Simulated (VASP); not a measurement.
# HfH2 (I4/mmm) in VASP: a series of runs

Runs on HfH2. Level: PBEsol. Tasks: single point.

All numbers are computed with VASP 6.6.1; they aren't measurements. Logs are shortened: lines on timing, memory, paths and dates and some standing lists are left out, and cuts for length are marked.

**1. The cell of the first run**

It takes space group I4/mmm (No. 139, tetragonal). The conventional cell has a = 3.360 Å, b = 3.360 Å, c = 4.457 Å, α = 90.00°, β = 90.00°, γ = 90.00°. Within 2.7 Å of Hf (site symmetry 4/mmm) lie 8 H at 2.02 Å. H (site symmetry -4m2) has 4 Hf at 2.02 Å and 6 H at 2.23 to 2.38 Å within 2.7 Å.

**2. Single point, PBEsol (biaxial strain in the a-b plane: -3.0 %, then relaxed in part)**

The input, INCAR:

```
ALGO     = Normal         # electronic algorithm
EDIFF    = 1E-6           # SCF threshold, eV
ENCUT    = 520            # plane-wave cutoff, eV
GGA      = PS             # functional
ISIF     = 2              # what is computed and relaxed
ISMEAR   = 0              # smearing method
LASPH    = True           # aspherical terms in the spheres
LCHARG   = True           # write CHGCAR
LELF     = True           # ELF
LREAL    = False          # projectors in reciprocal space
LVHAR    = True         
LWAVE    = False          # write WAVECAR
NBANDS   = 21             # bands
NELM     = 80             # most SCF steps
PREC     = Accurate       # precision mode
SIGMA    = 0.1            # smearing width, eV
```

The input, KPOINTS:

```
k-points
0
Gamma
  10 10 8
```

The input, POSCAR:

```
HfH2
1.0
    3.3603410458      0.0000000000      0.0000000000
    0.0000000000      3.3603410458      0.0000000000
    0.0000000000      0.0000000000      4.4565528542
Hf H
2 4
Direct
    0.0000000000      0.0000000000      0.0000000000
    0.5000000000      0.5000000000      0.5000000000
    0.0000000000      0.5000000000      0.2500000000
    0.5000000000      0.0000000000      0.2500000000
    0.5000000000      0.0000000000      0.7500000000
    0.0000000000      0.5000000000      0.7500000000
```

Potentials or basis: VASP PAW PBE potentials, release 64 (Hf_pv, H).

The run is started by

```console
$ cat potpaw_PBE.64/Hf_pv/POTCAR potpaw_PBE.64/H/POTCAR > POTCAR
$ mpirun -np 1 vasp_std > vasp.out
```

OUTCAR:

```text
EDIFF = 1E-6
   ENCUT = 520
   GGA = PS
   ISIF = 2
   ISMEAR = 0
   LASPH = True
   LREAL = False
   NELM = 80
   PREC = Accurate

 ion  position               nearest neighbor table
   1  0.000  0.000  0.000-   3 2.02   4 2.02   5 2.02   6 2.02   3 2.02   6 2.02   4 2.02   5 2.02
                             2 3.26   2 3.26   2 3.26   2 3.26   2 3.26   2 3.26   2 3.26   2 3.26
   2  0.500  0.500  0.500-   3 2.02   4 2.02   5 2.02   6 2.02   4 2.02   5 2.02   3 2.02   6 2.02
                             1 3.26   1 3.26   1 3.26   1 3.26   1 3.26   1 3.26   1 3.26   1 3.26
   3  0.000  0.500  0.250-   1 2.02   2 2.02   1 2.02   2 2.02
   4  0.500  0.000  0.250-   1 2.02   2 2.02   2 2.02   1 2.02
   5  0.500  0.000  0.750-   1 2.02   2 2.02   2 2.02   1 2.02
   6  0.000  0.500  0.750-   1 2.02   2 2.02   1 2.02   2 2.02

  LATTYP: Found a simple tetragonal cell.
 ALAT       =     3.3603410458
 C/A-ratio  =     1.3262204025

  Lattice vectors:

 A1 = (   3.3603410458,   0.0000000000,   0.0000000000)
 A2 = (   0.0000000000,   3.3603410458,   0.0000000000)
 A3 = (   0.0000000000,   0.0000000000,   4.4565528542)

Analysis of symmetry for initial positions (statically):
=====================================================================
 Subroutine PRICEL returns following result:

  LATTYP: Found a body centered tetragonal cell.
 ALAT       =     3.3603410458
 C/A-ratio  =     1.3262204025

  Lattice vectors:

 A1 = (  -1.6801705229,  -1.6801705229,  -2.2282764271)
 A2 = (   1.6801705229,   1.6801705229,  -2.2282764271)
 A3 = (   1.6801705229,  -1.6801705229,   2.2282764271)

   2 primitive cells build up your supercell.

 Routine SETGRP: Setting up the symmetry group for a
 simple tetragonal supercell.

 Subroutine GETGRP returns: Found 16 space group operations
 (whereof 16 operations were pure point group operations)
 out of a pool of 16 trial point group operations.

The static configuration has the point symmetry D_4h.

Analysis of symmetry for dynamics (positions and initial velocities):
=====================================================================
 Subroutine PRICEL returns following result:

  LATTYP: Found a body centered tetragonal cell.
 ALAT       =     3.3603410458
 C/A-ratio  =     1.3262204025
[... 116 lines left out ...]
   ENCUT  =  520.0 eV  38.22 Ry    6.18 a.u.   6.25  6.25  8.29*2*pi/ulx,y,z
   NELM   =     80;   NELMIN=  2; NELMDL= -5     # of ELM steps
   EDIFF  = 0.1E-05   stopping-criterion for ELM
   LREAL  =      F    real-space projection
   EDIFFG = 0.1E-04   stopping-criterion for IOM
   NSW    =      0    number of steps for IOM
   IBRION =     -1    ionic relax: 0-MD 1-quasi-New 2-CG
   NFREE  =      0    steps in history (QN), initial steepest desc. (CG)
   ISIF   =      2    stress and relaxation
   ISYM   =      2    0-nonsym 1-usesym 2-fastsym
   POTIM  = 0.5000    time-step for ionic-motion
   TEBEG  =    0.0;   TEEND  =   0.0 temperature during run
   PSTRESS=    0.0 pullay stress
   NELECT =      24.0000    total number of electrons
   NUPDOWN=      -1.0000    fix difference up-down
   EMIN   =  10.00;   EMAX   =-10.00  energy-range for DOS
   EFERMI =   0.00;   METHOD = LEGACY
   ISMEAR =     0;   SIGMA  =   0.10  broadening in eV -4-tet -1-fermi 0-gaus
   EFERMI_NEDOS =   21; number of points for ismear=-14 and -15
   IALGO  =     38    algorithm
   IMIX   =      4    mixing-type and parameters
     AMIX     =   0.40;   BMIX     =  1.00
     AMIX_MAG =   1.60;   BMIX_MAG =  1.00
  volume/ion in A,a.u.               =       8.39        56.60
  Fermi-wavevector in a.u.,A,eV,Ry     =   1.279057  2.417068 22.258961  1.635987
  Thomas-Fermi vector in A             =   2.411565
   LORBIT       =      0    0 simple, 1 ext, 2 COOP (PROOUT), +10 PAW based schemes
   GGA     = PS    functional components
   LHFCALC =     F    Hartree Fock is set to
   AEXX    =    0.0000 exact exchange contribution
   IVDW    =     0    specifies the selected vdW correction
   LEPSILON=     F    determine dielectric tensor
   LRPA    =     F    only Hartree local field effects (RPA)
 non-spin polarized calculation
 Gauss-broadening in eV      SIGMA  =   0.10
  energy-cutoff  :      520.00
  volume of cell :       50.32
 maximum number of plane-waves:      1376
 NGX is ok and might be reduce to    28
   NGX = 13   NGY = 13   NGZ = 17

 number of electron      23.9999999 magnetization

 Free energy of the ion-electron system (eV)
  ---------------------------------------------------
  ext. energy  EPLUGINS =         0.00000000
  ---------------------------------------------------
  free energy    TOTEN  =       -37.53580702 eV

  energy without entropy =      -37.52889327  energy(sigma->0) =      -37.53235015

 E-fermi :   5.5409     XC(G=0): -11.7427

 val. band max:        5.5393931904   @ k =   0.2000   0.0000   0.3750
 cond. band min:       5.5504009083   @ k =   0.2000   0.1000   0.1250
 fundamental gap:      0.0110077180
 Fermi energy:         5.5409423711

 k-point     1 :       0.0000    0.0000    0.0000
  band No.  band energies     occupation
      1     -25.8348      2.00000
      2     -25.4985      2.00000
      3     -25.4985      2.00000
      4     -25.2294      2.00000
      5     -25.2294      2.00000
      6     -25.1800      2.00000
[... 565 lines left out ...]
     20      11.5855      0.00000
     21      14.5769      0.00000

 [... further k-points ...]

------------------------ aborting loop because EDIFF is reached ----------------------------------------

  FORCE on cell =-STRESS in cart. coord.  units (eV):
  Direction    XX          YY          ZZ          XY          YZ          ZX
  --------------------------------------------------------------------------------------
  -------------------------------------------------------------------------------------
  Total        1.0008439      1.0008439     -0.1995281      0.0000000      0.0000000      0.0000000
  in kB       31.8647956     31.8647956     -6.3525614      0.0000000      0.0000000      0.0000000
  external PRESSURE =      19.1256766 kB  Pullay stress =       0.0000000 kB

 VOLUME and BASIS-vectors are now :
 -----------------------------------------------------------------------------
  energy-cutoff  :      520.00
  volume of cell :       50.32
      direct lattice vectors                 reciprocal lattice vectors
     3.360341046  0.000000000  0.000000000     0.297588842  0.000000000  0.000000000
     0.000000000  3.360341046  0.000000000     0.000000000  0.297588842  0.000000000
     0.000000000  0.000000000  4.456552854     0.000000000  0.000000000  0.224388677

 POSITION                                       TOTAL-FORCE (eV/Angst)
 -----------------------------------------------------------------------------------
      0.00000      0.00000      0.00000        -0.000000      0.000000      0.000000
      1.68017      1.68017      2.22828         0.000000      0.000000     -0.000000
      0.00000      1.68017      1.11414         0.000000     -0.000000      0.000000
      1.68017      0.00000      1.11414        -0.000000     -0.000000      0.000000
      1.68017      0.00000      3.34241         0.000000     -0.000000      0.000000
      0.00000      1.68017      3.34241        -0.000000     -0.000000     -0.000000
 -----------------------------------------------------------------------------------
    total drift:                                0.000000      0.000000      0.000000

  FREE ENERGIE OF THE ION-ELECTRON SYSTEM (eV)
  ---------------------------------------------------
  free  energy   TOTEN  =       -37.5358070151 eV

  energy  without entropy=      -37.5288932749  energy(sigma->0) =      -37.53235015
```

OSZICAR:

```text
N       E                     dE             d eps       ncg     rms          rms(c)
DAV:   1     0.595946058527E+02    0.59595E+02   -0.12882E+04  4410   0.109E+03
DAV:   2    -0.365565183207E+02   -0.96151E+02   -0.93281E+02  5265   0.258E+02
DAV:   3    -0.397608443562E+02   -0.32043E+01   -0.31770E+01  5879   0.332E+01
DAV:   4    -0.397830599500E+02   -0.22216E-01   -0.22185E-01  5477   0.308E+00
DAV:   5    -0.397832562154E+02   -0.19627E-03   -0.19626E-03  5565   0.262E-01    0.721E+01
DAV:   6    -0.379710794953E+02    0.18122E+01   -0.19416E+00  5050   0.746E+00    0.451E+01
DAV:   7    -0.376291592964E+02    0.34192E+00   -0.28593E+00  5142   0.879E+00    0.619E+00
DAV:   8    -0.375386781440E+02    0.90481E-01   -0.50964E-01  4916   0.399E+00    0.218E+00
DAV:   9    -0.375359664946E+02    0.27116E-02   -0.17720E-02  5241   0.854E-01    0.713E-01
DAV:  10    -0.375359807108E+02   -0.14216E-04   -0.34203E-03  5167   0.334E-01    0.103E+00
DAV:  11    -0.375358081294E+02    0.17258E-03   -0.47477E-04  5149   0.130E-01    0.162E-01
DAV:  12    -0.375358070063E+02    0.11231E-05   -0.45044E-05  5462   0.400E-02    0.354E-02
DAV:  13    -0.375358070151E+02   -0.88253E-08   -0.52048E-07  3314   0.487E-03
   1 F= -.37535807E+02 E0= -.37532350E+02  d E =-.691374E-02
```

Wall time 43 s (1 thread of Intel Xeon 6975P-C (Granite Rapids), shared host); peak memory 0.24 GiB.

Results:

- Free energy: -37.5358 eV
- Pressure: 1.9 GPa
- Band gap on the k mesh: zero (bands 12 and 13 overlap by 0.79 eV)

Caveat: the cell differs from its parent crystal (biaxial strain in the a-b plane: -3.0 %, then relaxed in part); the PAW data sets were made with another functional, which shifts forces and pressure a little; spin-orbit coupling is left out, which moves the levels of the heavy elements.

**3. Single point, PBEsol**

This run uses another cell than the first one, of 8.48 Å³/atom.

The input, INCAR:

```
SYSTEM = HfH2
PREC = Accurate
ENCUT = 520
EDIFF = 1E-7
ISMEAR = 0
SIGMA = 0.1
LREAL = .FALSE.
LASPH = .TRUE.
NELM = 100
ALGO = Normal
ISIF = 2
LWAVE = .FALSE.
LCHARG = .FALSE.
GGA = PS
NBANDS = 21
```

The input, KPOINTS:

```
regular mesh
0
G
  10 10 8
  0 0 0
```

POSCAR: that of step 2 with these lines changed.

```diff
@@ -2,5 +2,5 @@
 1.0
-    3.3603410458      0.0000000000      0.0000000000
-    0.0000000000      3.3603410458      0.0000000000
-    0.0000000000      0.0000000000      4.4565528542
+    3.4642691193      0.0000000000      0.0000000000
+    0.0000000000      3.4642691193      0.0000000000
+    0.0000000000      0.0000000000      4.2376716334
 Hf H
```

Potentials or basis: VASP PAW PBE potentials, release 64 (Hf_pv, H).

The run is started by

```console
$ cat potpaw_PBE.64/Hf_pv/POTCAR potpaw_PBE.64/H/POTCAR > POTCAR
$ mpirun -np 1 vasp_std > vasp.out
```

Wall time 41 s (1 thread of Intel Xeon 6975P-C (Granite Rapids), shared host); peak memory 0.23 GiB.

It converged, with:

| Item | Value |
| --- | --- |
| Free energy | -37.5865 eV |
| Pressure | -0.7 GPa |
| Band gap on the k mesh | zero (bands 12 and 13 overlap by 1.20 eV) |

Stress tensor (GPa, compression positive):
```
-0.59  0.00  0.00
 0.00 -0.59  0.00
 0.00  0.00 -1.03
```

Levels at points of the mesh, in eV from the Fermi level:
```csv
k point,band 10,band 11,band 12,band 13,band 14,band 15
"(0.00, 0.00, 0.00)",-3.89,-1.13,-0.47,-0.47,0.50,1.78
"(0.50, 0.00, 0.00)",-5.14,-1.45,-1.45,0.85,0.85,1.74
"(0.50, 0.50, 0.00)",-5.78,-4.26,-4.26,4.00,4.00,4.20
"(0.00, 0.00, 0.50)",-6.01,0.73,0.73,0.73,0.73,0.84
"(0.50, 0.00, 0.50)",-5.13,-0.94,-0.94,0.78,0.78,3.86
"(0.50, 0.50, 0.50)",-6.26,-2.44,-2.44,1.46,1.46,4.04
```

Caveat: the PAW data sets were made with another functional, which shifts forces and pressure a little; spin-orbit coupling is left out, which moves the levels of the heavy elements.

**4. Single point, PBEsol (biaxial strain in the a-b plane: +1.0 %, then relaxed in part)**

The input, INCAR:

```
PREC = Accurate ; ENCUT = 520
EDIFF = 1E-6 ; ISMEAR = 0
SIGMA = 0.1 ; LREAL = False
LASPH = True ; NELM = 60
ALGO = Normal ; ISIF = 2
LWAVE = False ; LCHARG = False
GGA = PS ; NBANDS = 21
```

The input, KPOINTS:

```
Automatic mesh
0
Gamma
  10 10 8
```

POSCAR: that of step 3 with these lines changed.

```diff
@@ -2,5 +2,5 @@
 1.0
-    3.4642691193      0.0000000000      0.0000000000
-    0.0000000000      3.4642691193      0.0000000000
-    0.0000000000      0.0000000000      4.2376716334
+    3.4989118105      0.0000000000      0.0000000000
+    0.0000000000      3.4989118105      0.0000000000
+    0.0000000000      0.0000000000      4.1794386972
 Hf H
```

The run is started by

```console
$ cat potpaw_PBE.64/Hf_pv/POTCAR potpaw_PBE.64/H/POTCAR > POTCAR
$ mpirun -np 1 vasp_std > vasp.out
```

Run time: 38 s. Hardware: 1 thread of Intel Xeon 6975P-C (Granite Rapids), shared host; peak memory 0.23 GiB.

The run converged. Its results:

```
Free energy            : -37.5801 eV
Pressure               : -2.0 GPa
Band gap on the k mesh : zero (bands 12 and 13 overlap by 1.13 eV)
```

Stress tensor (GPa, compression positive):
```
-2.63  0.00  0.00
 0.00 -2.63  0.00
 0.00  0.00 -0.60
```

Levels at points of the mesh, in eV from the Fermi level:
```
           k point  band 8  band 9  band 10  band 11  band 12  band 13  band 14  band 15  band 16  band 17
(0.00, 0.00, 0.00)   -7.97   -3.78    -3.77    -0.99    -0.41    -0.41     0.68     1.64     3.31     4.85
(0.50, 0.00, 0.00)   -8.28   -4.92    -4.92    -1.42    -1.42     0.82     0.82     1.76     1.76     3.86
(0.50, 0.50, 0.00)   -6.39   -5.83    -5.83    -4.21    -4.21     3.87     3.87     4.02     4.02     5.67
(0.00, 0.00, 0.50)   -8.76   -5.99    -5.99     0.69     0.69     0.69     0.69     1.11     1.11     2.99
(0.50, 0.00, 0.50)   -8.41   -5.09    -5.09    -1.00    -1.00     0.99     0.99     3.73     3.73     4.66
(0.50, 0.50, 0.50)   -6.19   -6.19    -6.19    -2.34    -2.34     1.63     1.63     3.92     3.92     4.54
```

Caveat: the cell differs from its parent crystal (biaxial strain in the a-b plane: +1.0 %, then relaxed in part); the PAW data sets were made with another functional, which shifts forces and pressure a little; spin-orbit coupling is left out, which moves the levels of the heavy elements.

**5. Single point, PBEsol (biaxial strain in the a-b plane: +1.0 %)**

The input, INCAR:

```
SYSTEM = HfH2
ALGO = Normal ; EDIFF = 1E-6
ENCUT = 520 ; GGA = PS
ISIF = 2 ; ISMEAR = 0
LASPH = .True. ; LCHARG = .False.
LREAL = .False. ; LWAVE = .False.
NBANDS = 21 ; NELM = 100
PREC = Accurate ; SIGMA = 0.1
```

The input, KPOINTS:

```
k-points
0
Gamma
  10 10 8
  0 0 0
```

POSCAR: that of step 4 with these lines changed.

```diff
@@ -4,3 +4,3 @@
     0.0000000000      3.4989118105      0.0000000000
-    0.0000000000      0.0000000000      4.1794386972
+    0.0000000000      0.0000000000      4.2122456036
 Hf H
```

The run is started by

```console
$ cat potpaw_PBE.64/Hf_pv/POTCAR potpaw_PBE.64/H/POTCAR > POTCAR
$ mpirun -np 1 vasp_std > vasp.out
```

Run time: 37 s. Hardware: 1 thread of Intel Xeon 6975P-C (Granite Rapids), shared host; peak memory 0.23 GiB.

The run converged. Its results:

```
Free energy            : -37.5770 eV
Pressure               : -3.0 GPa
Band gap on the k mesh : zero (bands 12 and 13 overlap by 1.12 eV)
```

Stress tensor (GPa, compression positive):
```
-3.50  0.00  0.00
 0.00 -3.50  0.00
 0.00  0.00 -2.04
```

Levels at points of the mesh, in eV from the Fermi level:
```tsv
k point	band 10	band 11	band 12	band 13	band 14	band 15
(0.00, 0.00, 0.00)	-3.77	-1.04	-0.42	-0.42	0.62	1.67
(0.50, 0.00, 0.00)	-4.97	-1.41	-1.41	0.82	0.82	1.74
(0.50, 0.50, 0.00)	-5.82	-4.19	-4.19	3.86	3.86	4.03
(0.00, 0.00, 0.50)	-5.95	0.70	0.70	0.70	0.70	1.02
(0.50, 0.00, 0.50)	-5.10	-0.97	-0.97	0.92	0.92	3.73
(0.50, 0.50, 0.50)	-6.19	-2.35	-2.35	1.54	1.54	3.91
```

Caveat: the cell differs from its parent crystal (biaxial strain in the a-b plane: +1.0 %); the cell stands under tension; the PAW data sets were made with another functional, which shifts forces and pressure a little; spin-orbit coupling is left out, which moves the levels of the heavy elements.

**6. The runs side by side**

| cell | gap on the mesh (eV) | pressure (GPa) |
| --- | --- | --- |
| a = 3.360, b = 3.360, c = 4.457 Å, 6 atoms | none | 1.9 |
| a = 3.464, b = 3.464, c = 4.238 Å, 6 atoms | none | -0.7 |
| a = 3.499, b = 3.499, c = 4.179 Å, 6 atoms | none | -2.0 |
| a = 3.499, b = 3.499, c = 4.212 Å, 6 atoms | none | -3.0 |

Alike in all rows: task single point; level PBEsol; potentials or basis VASP PAW PBE potentials, release 64 (Hf_pv, H); no spin polarisation; k mesh 10 × 10 × 8; cutoff (eV) 520; smearing gaussian 0.1 eV.

Caveats: the PAW data sets were made with another functional, which shifts forces and pressure a little; spin-orbit coupling is left out, which moves the levels of the heavy elements; the cell stands under tension (at least some runs).

Total energies depend on the potentials used, so only differences within one code and one set of settings carry meaning.
